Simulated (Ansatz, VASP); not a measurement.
## BaY: VASP beside Ansatz

```
Ba Y
1.0
     3.85318    0.00000    0.00000
     0.00000    3.85318    0.00000
     0.00000    0.00000    5.77946
Ba Y
1 1
Direct
  0.00000 0.00000 0.00000
  0.50000 0.50000 0.50000
```

Alike in both runs: task electric field gradients; functional r2SCAN; k mesh 11 × 11 × 8; occupations fermi-dirac, width 0.03 eV; no spin polarisation.

```csv
,VASP,Ansatz
version,VASP 6.6.1,Ansatz 0.2.0
potentials or method,"VASP PAW PBE potentials, release 64 (Ba_sv, Y_sv)","PAW with Ansatz's default frozen-core files, scalar-relativistic"
plane-wave cutoff (eV),520,500
valence electrons in the cell,21,21
```

VASP gave:

| Property | Result |
| --- | --- |
| pressure (GPa) | 0.6 |
| traceless stress, the component that is largest in VASP (GPa) | 0.20 |
| size of Vzz on the site where it differs most (V/Å²) | 19.9 |

Problem. Estimate Ansatz's values.

Solution. Pressure (GPa): 0.5; traceless stress, the component that is largest in VASP (GPa): 0.21; size of Vzz on the site where it differs most (V/Å²): 23.6.

VASP's potentials were made for PBE, not for r2SCAN.

Spin-orbit coupling is off throughout.
